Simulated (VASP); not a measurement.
A run of VASP 6.6.1:

INCAR

```
SYSTEM = Al4B3P
PREC = Accurate
ENCUT = 600
EDIFF = 1E-6
ISMEAR = 0
SIGMA = 0.1
LREAL = Auto
LASPH = .True.
NELM = 60
ALGO = Normal
ISIF = 3
LWAVE = .False.
LCHARG = .False.
GGA = PE
IBRION = 2
NSW = 100
EDIFFG = -0.01
```

KPOINTS

```
regular mesh
0
Gamma
  12 12 2
  0 0 0
```

Contents of POSCAR:

```
Al4B3P
1.0
    3.0238332881      0.0000000000      0.0000000000
   -1.5119166440      2.6187164443      0.0000000000
    0.0000000000      0.0000000000     24.1959572933
Al B P
8 6 2
Direct
    0.6666666667      0.3333333333      0.3597742322
    0.0000000000      0.0000000000      0.7931038386
    0.0000000000      0.0000000000      0.2068961614
    0.0000000000      0.0000000000      0.9307600453
    0.0000000000      0.0000000000      0.0692399547
    0.3333333333      0.6666666667      0.6402257678
    0.3333333333      0.6666666667      0.4528761712
    0.6666666667      0.3333333333      0.5471238288
    0.6666666667      0.3333333333      0.8633871948
    0.3333333333      0.6666666667      0.8614521773
    0.3333333333      0.6666666667      0.1366128052
    0.6666666667      0.3333333333      0.1385478227
    0.3333333333      0.6666666667      0.9995173917
    0.6666666667      0.3333333333      0.0004826083
    0.3333333333      0.6666666667      0.2807081306
    0.6666666667      0.3333333333      0.7192918694
```

Potentials or basis: VASP PAW PBE potentials, release 64 (Al, B, P).

Launch:

```bash
$ cat potpaw_PBE.64/Al/POTCAR potpaw_PBE.64/B/POTCAR potpaw_PBE.64/P/POTCAR > POTCAR
$ mpirun -np 1 vasp_std > vasp.out
```

Hardware: 1 thread of Intel(R) Xeon(R) 6975P-C (Granite Rapids) (shared host).

Question: Estimate the wall time of this run.

Answer: Run time: 16 min on 1 thread of Intel(R) Xeon(R) 6975P-C (Granite Rapids), with other jobs on the host, peak memory 0.46 GiB. Counts: scf iterations 93, k points 38, ion steps 13.
